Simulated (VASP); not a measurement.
# Ir (I4/mmm) in VASP: further runs

The runs below take Ir through single point, with PBE.

All numbers are computed with VASP 6.6.1; they aren't measurements. Logs are shortened: lines on timing, memory, paths and dates and some standing lists are left out, and cuts for length are marked.

### 1 The cell of the first run

It takes space group I4/mmm (No. 139, tetragonal). The conventional cell has a = 2.713 Å, b = 2.713 Å, c = 4.253 Å, α = 90.00°, β = 90.00°, γ = 90.00°. Within 3.6 Å of Ir (site symmetry 4/mmm) lie 12 Ir at 2.71 to 2.86 Å.

### 2 Single point, PBE (15.65 Å³/atom)

Contents of INCAR:

```
PREC = Accurate ; ENCUT = 520
EDIFF = 1E-7 ; ISMEAR = 0
SIGMA = 0.15 ; LREAL = False
LASPH = True ; NELM = 60
ALGO = Fast ; ISIF = 2
LWAVE = False ; LCHARG = False
GGA = PE ; NBANDS = 10
```

Contents of KPOINTS:

```
Automatic mesh
0
Gamma
  22 22 22
```

Contents of POSCAR:

```
Ir
1.0
    0.0000000000      1.9184620477      2.1266151799
    1.9184620477      0.0000000000      2.1266151799
    1.9184620477      1.9184620477      0.0000000000
Ir
1
Direct
    0.0000000000      0.0000000000      0.0000000000
```

Potentials or basis: VASP PAW PBE potentials, release 64 (Ir).

The run is started by

```sh
cat potpaw_PBE.64/Ir/POTCAR > POTCAR
mpirun -np 1 vasp_std > vasp.out
```

OUTCAR:

```text
PREC = Accurate
   ENCUT = 520
   EDIFF = 1E-7
   ISMEAR = 0
   LREAL = False
   LASPH = True
   NELM = 60
   ISIF = 2
   GGA = PE

 ion  position               nearest neighbor table
   1  0.000  0.000  0.000-

  LATTYP: Found a body centered tetragonal cell.
 ALAT       =     2.7131150468
 C/A-ratio  =     1.5676557339

  Lattice vectors:

 A1 = (  -1.9184620477,   0.0000000000,   2.1266151799)
 A2 = (   1.9184620477,   0.0000000000,   2.1266151799)
 A3 = (   0.0000000000,   1.9184620477,  -2.1266151799)

Analysis of symmetry for initial positions (statically):
=====================================================================
 Subroutine PRICEL returns:
 Original cell was already a primitive cell.

 Routine SETGRP: Setting up the symmetry group for a
 body centered tetragonal supercell.

 Subroutine GETGRP returns: Found 16 space group operations
 (whereof 16 operations were pure point group operations)
 out of a pool of 16 trial point group operations.

The static configuration has the point symmetry D_4h.

Analysis of symmetry for dynamics (positions and initial velocities):
=====================================================================
 Subroutine PRICEL returns:
 Original cell was already a primitive cell.

 Routine SETGRP: Setting up the symmetry group for a
 body centered tetragonal supercell.

 Subroutine GETGRP returns: Found 16 space group operations
 (whereof 16 operations were pure point group operations)
 out of a pool of 16 trial point group operations.

The dynamic configuration has the point symmetry D_4h.

 Subroutine INISYM returns: Found 16 space group operations
 (whereof 16 operations are pure point group operations),
 and found     1 'primitive' translations

----------------------------------------------------------------------------------------

                                     Primitive cell

  volume of cell :      15.6540

  direct lattice vectors                    reciprocal lattice vectors
     0.000000000  1.918462048  2.126615180    -0.260625432  0.260625432  0.235115410
     1.918462048  0.000000000  2.126615180     0.260625432 -0.260625432  0.235115410
     1.918462048  1.918462048  0.000000000     0.260625432  0.260625432 -0.235115410

  length of vectors
     2.864086024  2.864086024  2.713115047     0.437184729  0.437184729  0.437184729

  position of ions in fractional coordinates (direct lattice)
     0.000000000  0.000000000  0.000000000

  ion indices of the primitive-cell ions
   primitive index   ion index
                 1           1

----------------------------------------------------------------------------------------

 KPOINTS: Automatic mesh

Automatic generation of k-mesh.
 Grid dimensions read from file:
 generate k-points for:   22   22   22

 Generating k-lattice:

  Cartesian coordinates                     Fractional coordinates (reciprocal lattice)
    -0.011846611  0.011846611  0.010687064     0.045454545  0.000000000  0.000000000
     0.011846611 -0.011846611  0.010687064     0.000000000  0.045454545  0.000000000
     0.011846611  0.011846611 -0.010687064     0.000000000  0.000000000  0.045454545

  Length of vectors
     0.019872033  0.019872033  0.019872033

  Shift w.r.t. Gamma in fractional coordinates (k-lattice)
     0.000000000  0.000000000  0.000000000

 Subroutine IBZKPT returns following result:
 ===========================================

 Found    834 irreducible k-points:

 Following reciprocal coordinates:
            Coordinates               Weight
  0.000000  0.000000  0.000000      1.000000
  0.045455  0.000000  0.000000      8.000000
  0.090909  0.000000  0.000000      8.000000
  0.136364 -0.000000  0.000000      8.000000
  0.181818 -0.000000  0.000000      8.000000
  0.227273 -0.000000  0.000000      8.000000
[... 16 lines left out ...]
  0.500000  0.045455  0.000000      8.000000
 -0.454545  0.045455  0.000000      8.000000
 [... further k-points ...]
   k-points           NKPTS =    834   k-points in BZ     NKDIM =    834   number of bands    NBANDS=     10
   number of dos      NEDOS =    301   number of ions     NIONS =      1
   total plane-waves  NPLWV =  11520
   dimension x,y,z NGX =    24 NGY =   24 NGZ =   20
   dimension x,y,z NGXF=    48 NGYF=   48 NGZF=   40
   ions per type =               1
   NGX,Y,Z   is equivalent  to a cutoff of  13.93, 13.93, 12.25 a.u.
   NGXF,Y,Z  is equivalent  to a cutoff of  27.86, 27.86, 24.51 a.u.
 SYSTEM =  unknown system
   PREC   = accura    normal or accurate (medium, high low for compatibility)
   ISTART =      0    job   : 0-new  1-cont  2-samecut
   ICHARG =      2    charge: 1-file 2-atom 10-const
   ISPIN  =      1    spin polarized calculation?
   LNONCOLLINEAR =      F non collinear calculations
   LSORBIT =      F    spin-orbit coupling
   LASPH  =      T    aspherical Exc in radial PAW
   ENCUT  =  520.0 eV  38.22 Ry    6.18 a.u.   5.33  5.33  5.04*2*pi/ulx,y,z
   NELM   =     60;   NELMIN=  2; NELMDL= -5     # of ELM steps
   EDIFF  = 0.1E-06   stopping-criterion for ELM
   LREAL  =      F    real-space projection
   EDIFFG = 0.1E-05   stopping-criterion for IOM
   NSW    =      0    number of steps for IOM
   IBRION =     -1    ionic relax: 0-MD 1-quasi-New 2-CG
   NFREE  =      0    steps in history (QN), initial steepest desc. (CG)
   ISIF   =      2    stress and relaxation
   ISYM   =      2    0-nonsym 1-usesym 2-fastsym
   POTIM  = 0.5000    time-step for ionic-motion
   TEBEG  =    0.0;   TEEND  =   0.0 temperature during run
   PSTRESS=    0.0 pullay stress
   NELECT =       9.0000    total number of electrons
   NUPDOWN=      -1.0000    fix difference up-down
   EMIN   =  10.00;   EMAX   =-10.00  energy-range for DOS
   EFERMI =   0.00;   METHOD = LEGACY
   ISMEAR =     0;   SIGMA  =   0.15  broadening in eV -4-tet -1-fermi 0-gaus
   EFERMI_NEDOS =   21; number of points for ismear=-14 and -15
   IALGO  =     68    algorithm
   IMIX   =      4    mixing-type and parameters
     AMIX     =   0.40;   BMIX     =  1.00
     AMIX_MAG =   1.60;   BMIX_MAG =  1.00
  volume/ion in A,a.u.               =      15.65       105.64
  Fermi-wavevector in a.u.,A,eV,Ry     =   1.361279  2.572445 25.212700  1.853081
  Thomas-Fermi vector in A             =   2.487869
   LORBIT       =      0    0 simple, 1 ext, 2 COOP (PROOUT), +10 PAW based schemes
   GGA     = PE    functional components
   LHFCALC =     F    Hartree Fock is set to
   AEXX    =    0.0000 exact exchange contribution
   IVDW    =     0    specifies the selected vdW correction
   LEPSILON=     F    determine dielectric tensor
   LRPA    =     F    only Hartree local field effects (RPA)
 non-spin polarized calculation
 RMM-DIIS sequential band-by-band and
 Gauss-broadening in eV      SIGMA  =   0.15
  energy-cutoff  :      520.00
  volume of cell :       15.65
 maximum number of plane-waves:       435
 NGX is ok and might be reduce to    24
   NGX = 11   NGY = 11   NGZ = 11

 number of electron       9.0000000 magnetization

 Free energy of the ion-electron system (eV)
  ---------------------------------------------------
  ext. energy  EPLUGINS =         0.00000000
  ---------------------------------------------------
  free energy    TOTEN  =        -8.67428401 eV

  energy without entropy =       -8.66078345  energy(sigma->0) =       -8.66753373

 E-fermi :   8.6954     XC(G=0): -13.3870

 val. band max:        8.6948251750   @ k =   0.3636  -0.0000   0.1364
 cond. band min:       8.7020617639   @ k =   0.3636  -0.0000   0.0000
 fundamental gap:      0.0072365889
 Fermi energy:         8.6954159947

 k-point     1 :       0.0000    0.0000    0.0000
  band No.  band energies     occupation
      1      -1.3230      2.00000
      2       4.6286      2.00000
      3       5.8929      2.00000
      4       5.8929      2.00000
      5       6.8353      2.00000
      6       8.4454      1.98158
      7      23.3871      0.00000
      8      26.5225      0.00000
      9      29.1270      0.00000
     10      29.1270      0.00000

 k-point     2 :       0.0455    0.0000    0.0000
  band No.  band energies     occupation
      1      -1.2395      2.00000
      2       4.6516      2.00000
      3       5.8595      2.00000
      4       5.9271      2.00000
      5       6.8305      2.00000
      6       8.4102      1.99283
      7      23.5213      0.00000
      8      26.5326      0.00000
      9      28.6920      0.00000
     10      29.2610      0.00000

 k-point     3 :       0.0909    0.0000    0.0000
  band No.  band energies     occupation
      1      -0.9939      2.00000
      2       4.7084      2.00000
      3       5.7662      2.00000
      4       6.0238      2.00000
      5       6.8357      2.00000
      6       8.3142      1.99967
      7      23.8965      0.00000
      8      26.2909      0.00000
      9      28.1516      0.00000
     10      29.6512      0.00000

 k-point     4 :       0.1364   -0.0000    0.0000
  band No.  band energies     occupation
      1      -0.6028      2.00000
      2       4.7685      2.00000
      3       5.6329      2.00000
      4       6.1640      2.00000
      5       6.9019      2.00000
      6       8.1871      2.00000
      7      24.4230      0.00000
      8      25.3855      0.00000
      9      28.3489      0.00000
     10      30.2604      0.00000

 k-point     5 :       0.1818   -0.0000    0.0000
  band No.  band energies     occupation
      1      -0.0986      2.00000
      2       4.8115      2.00000
      3       5.4833      2.00000
      4       6.3087      2.00000
      5       7.0857      2.00000
      6       8.0807      2.00000
      7      24.1575      0.00000
      8      24.9141      0.00000
      9      29.0181      0.00000
     10      31.0115      0.00000

 k-point     6 :       0.2273   -0.0000    0.0000
  band No.  band energies     occupation
      1       0.4603      2.00000
      2       4.8774      2.00000
      3       5.3315      2.00000
      4       6.3981      2.00000
      5       7.4107      2.00000
      6       8.0648      2.00000
      7      22.8092      0.00000
      8      25.0594      0.00000
      9      29.8658      0.00000
     10      31.4225      0.00000
[... 183 lines left out ...]
 k-point    21 :       0.4091    0.0455    0.0000
  band No.  band energies     occupation
      1       1.6847      2.00000
      2       4.7938      2.00000
      3       6.1712      2.00000
      4       6.6412      2.00000
      5       9.0181      0.00235
      6       9.1431      0.00002
      7      17.2841      0.00000
      8      23.0447      0.00000
      9      28.4390      0.00000
     10      29.0651      0.00000

 k-point    22 :       0.4545    0.0455    0.0000
  band No.  band energies     occupation
      1       1.7240      2.00000
      2       4.7298      2.00000
      3       6.0710      2.00000
      4       7.4461      2.00000
      5       9.1671      0.00001
      6       9.6331      0.00000
      7      15.9651      0.00000
      8      22.6593      0.00000
      9      27.5886      0.00000
     10      28.6881      0.00000

 k-point    23 :       0.5000    0.0455    0.0000
  band No.  band energies     occupation
      1       1.7326      2.00000
      2       4.7114      2.00000
      3       6.0122      2.00000
      4       7.9016      2.00000
      5       9.2057      0.00000
      6      10.0275      0.00000
      7      15.1776      0.00000
      8      22.4714      0.00000
      9      27.0544      0.00000
     10      28.6044      0.00000

 k-point    24 :      -0.4545    0.0455    0.0000
  band No.  band energies     occupation
      1       1.7361      2.00000
      2       4.7356      2.00000
      3       6.0038      2.00000
      4       7.7745      2.00000
      5       9.1190      0.00007
      6      10.1587      0.00000
      7      15.2602      0.00000
      8      22.4938      0.00000
      9      26.9180      0.00000
     10      28.8503      0.00000

 [... further k-points ...]
[... 5 lines left out ...]
  --------------------------------------------------------------------------------------
  -------------------------------------------------------------------------------------
  Total       -0.9618363     -0.9618363     -3.7443023      0.0000000      0.0000000      0.0000000
  in kB      -98.4433543    -98.4433543   -383.2270524      0.0000000      0.0000000      0.0000000
  external PRESSURE =    -193.3712537 kB  Pullay stress =       0.0000000 kB

 VOLUME and BASIS-vectors are now :
 -----------------------------------------------------------------------------
  energy-cutoff  :      520.00
  volume of cell :       15.65
      direct lattice vectors                 reciprocal lattice vectors
     0.000000000  1.918462048  2.126615180    -0.260625432  0.260625432  0.235115410
     1.918462048  0.000000000  2.126615180     0.260625432 -0.260625432  0.235115410
     1.918462048  1.918462048  0.000000000     0.260625432  0.260625432 -0.235115410

 POSITION                                       TOTAL-FORCE (eV/Angst)
 -----------------------------------------------------------------------------------
      0.00000      0.00000      0.00000        -0.000000      0.000000      0.000000
 -----------------------------------------------------------------------------------
    total drift:                                0.000000      0.000000      0.000000

  FREE ENERGIE OF THE ION-ELECTRON SYSTEM (eV)
  ---------------------------------------------------
  free  energy   TOTEN  =        -8.6742840099 eV

  energy  without entropy=       -8.6607834515  energy(sigma->0) =       -8.66753373
```

It took 93 s on 1 thread of Intel Xeon Platinum 8559C (Emerald Rapids), shared host; peak memory 0.25 GiB.

Results:

* Free energy: -8.6743 eV
* Pressure: -19.3 GPa
* Band gap on the k mesh: zero (an odd number of electrons rules out a gap without spin polarisation)

Levels at points of the mesh, in eV from the Fermi level:
| k point | band 2 | band 3 | band 4 | band 5 | band 6 | band 7 |
| --- | --- | --- | --- | --- | --- | --- |
| (0.00, 0.00, 0.00) | -4.07 | -2.80 | -2.80 | -1.86 | -0.25 | 14.69 |
| (0.50, 0.00, 0.00) | -3.94 | -2.74 | -0.41 | 0.50 | 1.01 | 6.44 |
| (0.50, 0.50, 0.00) | -6.25 | 0.55 | 0.89 | 1.16 | 1.16 | 7.57 |
| (0.50, 0.00, 0.50) | -6.20 | 0.56 | 0.62 | 1.90 | 2.48 | 10.20 |

Caveat: the cell stands under tension; spin-orbit coupling is left out, which moves the levels of the heavy elements.

### 3 Single point, PBE (14.49 Å³/atom)

This run uses another cell than the first one, of 14.49 Å³/atom.

INCAR is that of step 2.

Contents of KPOINTS:

```
regular mesh
0
Gamma
  22 22 22
```

Contents of POSCAR:

```
Ir
1.0
    0.0000000000      2.0374095884      1.7458562763
    2.0374095884      0.0000000000      1.7458562763
    2.0374095884      2.0374095884      0.0000000000
Ir
1
Direct
    0.0000000000      0.0000000000      0.0000000000
```

Potentials or basis: VASP PAW PBE potentials, release 64 (Ir).

The run is started by

```sh
cat potpaw_PBE.64/Ir/POTCAR > POTCAR
mpirun -np 1 vasp_std > vasp.out
```

Wall time 94 s (1 thread of Intel Xeon Platinum 8559C (Emerald Rapids), shared host); peak memory 0.25 GiB.

It converged, with:

* Free energy: -8.6294 eV
* Pressure: 5.1 GPa
* Band gap on the k mesh: zero (an odd number of electrons rules out a gap without spin polarisation)

Stress tensor (GPa, compression positive):
```
-9.23  0.00  0.00
 0.00 -9.23  0.00
 0.00  0.00 33.65
```

Levels at points of the mesh, in eV from the Fermi level:
| k point | band 2 | band 3 | band 4 | band 5 | band 6 | band 7 |
| --- | --- | --- | --- | --- | --- | --- |
| (0.00, 0.00, 0.00) | -4.04 | -4.04 | -2.36 | -2.35 | -0.19 | 14.89 |
| (0.50, 0.00, 0.00) | -4.72 | -2.55 | -0.54 | 0.31 | 1.54 | 7.31 |
| (0.50, 0.50, 0.00) | -7.14 | 0.92 | 1.55 | 1.55 | 4.16 | 9.87 |
| (0.50, 0.00, 0.50) | -6.69 | 0.56 | 0.57 | 0.79 | 2.11 | 9.07 |

Caveat: the cell stands under pressure; spin-orbit coupling is left out, which moves the levels of the heavy elements.

### 4 Single point, PBE (14.49 Å³/atom)

This run uses another cell than the first one, of 14.49 Å³/atom.

Contents of INCAR:

```
SYSTEM = Ir
PREC = Accurate
ENCUT = 520
EDIFF = 1E-6
ISMEAR = 0
SIGMA = 0.15
LREAL = .FALSE.
LASPH = .TRUE.
NELM = 80
ALGO = Normal
ISIF = 2
LWAVE = .FALSE.
LCHARG = .FALSE.
GGA = PE
NBANDS = 10
```

Contents of KPOINTS:

```
Automatic mesh
0
G
  22 22 22
  0 0 0
```

Contents of POSCAR:

```
Ir
1.0
    0.0000000000      1.8380815451      2.1450411631
    1.8380815451      0.0000000000      2.1450411631
    1.8380815451      1.8380815451      0.0000000000
Ir
1
Direct
    0.0000000000      0.0000000000      0.0000000000
```

The run is started by

```sh
cat potpaw_PBE.64/Ir/POTCAR > POTCAR
mpirun -np 1 vasp_std > vasp.out
```

Run time: 51 s. Hardware: 1 thread of Intel Xeon Platinum 8559C (Emerald Rapids), shared host; peak memory 0.25 GiB.

The run converged. Its results:

- Free energy: -8.6007 eV
- Pressure: 6.7 GPa
- Band gap on the k mesh: zero (an odd number of electrons rules out a gap without spin polarisation)

Stress tensor (GPa, compression positive):
```
 23.94   0.00   0.00
  0.00  23.94   0.00
  0.00   0.00 -27.85
```

Levels at points of the mesh, in eV from the Fermi level:
```csv
k point,band 1,band 2,band 3,band 4,band 5,band 6,band 7,band 8,band 9
"(0.00, 0.00, 0.00)",-10.82,-5.00,-2.84,-2.84,-2.63,0.13,14.81,17.10,21.41
"(0.50, 0.00, 0.00)",-7.77,-4.73,-2.78,-0.59,0.49,1.21,7.33,13.34,19.17
"(0.50, 0.50, 0.00)",-7.79,-7.05,-0.16,1.16,1.29,1.29,7.59,13.61,13.61
"(0.50, 0.00, 0.50)",-7.57,-6.88,0.30,0.47,2.58,2.89,10.22,11.65,11.83
```

Caveat: the cell stands under pressure; spin-orbit coupling is left out, which moves the levels of the heavy elements.

(Part 1 of 2 ends here.)
